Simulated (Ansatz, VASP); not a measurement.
# Mg3Sb2 in VASP and in Ansatz

POSCAR

```
Mg3Sb2
1.0
    4.5715054100      0.0000000000      0.0000000000
   -2.2857527000      3.9590398200      0.0000000000
    0.0000000000      0.0000000000      7.2448996400
Mg Sb
3 2
Direct
    0.3333333300      0.6666666700      0.6335056500
    0.6666666700      0.3333333300      0.3664943500
    0.0000000000      0.0000000000      0.0000000000
    0.3333333300      0.6666666700      0.2286768400
    0.6666666700      0.3333333300      0.7713231600
```

INCAR.step1

```
PREC = Accurate
ENCUT = 660
ISMEAR = -1
SIGMA = 0.02
LREAL = F
LASPH = T
NELM = 120
NBANDS = 16
GGA = PE
ALGO = Normal
EDIFF = 1E-5
LWAVE = T
LCHARG = F
GGA_COMPAT = F
```

Contents of INCAR.step2:

```
PREC = Accurate
ENCUT = 660
EDIFF = 1E-6
ISMEAR = -1
SIGMA = 0.02
LREAL = F
LASPH = T
NELM = 120
ALGO = Normal
ISIF = 2
LWAVE = F
LCHARG = F
METAGGA = R2SCAN
LMIXTAU = T
NBANDS = 16
ISTART = 1
GGA_COMPAT = F
```

The input KPOINTS:

```
regular mesh
0
Gamma
  6 6 4
```

Input for Ansatz:

```yaml
crystal:
  lattice:
    - [4.57150541, 0.0, 0.0]
    - [-2.2857527, 3.95903982, 0.0]
    - [0.0, 0.0, 7.24489964]
  atoms:
    - { symbol: Mg, position: [0.33333333, 0.66666667, 0.63350565] }
    - { symbol: Mg, position: [0.66666667, 0.33333333, 0.36649435] }
    - { symbol: Mg, position: [0.0, 0.0, 0.0] }
    - { symbol: Sb, position: [0.33333333, 0.66666667, 0.22867684] }
    - { symbol: Sb, position: [0.66666667, 0.33333333, 0.77132316] }
  symmetry: { tolerance: 0.0003 }
hamiltonian:
  xc: r2scan
  pseudopotentials: { kind: paw, azcp: { folder: soft_1 } }
basis:
  ecutwfc: 500
magnetization:
  spin_polarized: false
scf:
  occupations: { method: fermi_dirac, width: 0.02 }
kpoints:
  mp_grid: { grid: [6, 6, 4], shift: [0, 0, 0] }
  band_path:
    path:
      - [0.0, 0.0, 0.0]
      - [0.5, 0.0, 0.0]
      - [0.33333333, 0.33333333, 0.0]
      - [0.0, 0.0, 0.0]
      - [0.0, 0.0, 0.5]
      - [0.5, 0.0, 0.5]
      - [0.33333333, 0.33333333, 0.5]
      - [0.0, 0.0, 0.5]
      - [0.5, 0.0, 0.5]
      - [0.5, 0.0, 0.0]
      - [0.33333333, 0.33333333, 0.5]
    npoints: 11
output:
  forces: true
  stress: true
  eigenvalues: true
  bader: true
  populations: true
  elf: true
  write_potential: true
  write_density: true
  volumetric_format: npy
  dos:
    e_range: [-12, 8]
    de: 0.05
    projected: { site_lists: { Mg: [Mg], Sb: [Sb] } }
```

Alike in both runs: task single point; functional r2SCAN; k mesh 6 × 6 × 4; occupations fermi-dirac, width 0.02 eV; no spin polarisation.

|  | VASP | Ansatz |
| --- | --- | --- |
| version | VASP 6.6.1 | Ansatz 0.2.0 |
| potentials or method | VASP PAW PBE potentials, release 64 (Mg, Sb), cutoff 660 eV | PAW plane waves |
| valence electrons in the cell | 16 | 60 |

```tsv
	VASP	Ansatz	Ansatz less VASP
pressure (GPa)	-0.1	0.0	+0.05
rms of the force components (eV/Å)	0.003	0.002	-0.0009
```

VASP's potentials were made for PBE, not for r2SCAN. Atom by atom the forces differ by 0.004 eV/Å (rms over components). VASP's potentials hold 16 valence electrons a cell and Ansatz's 60, so a difference there can come from the potentials and not from the codes.

Neither program's run includes spin-orbit coupling.
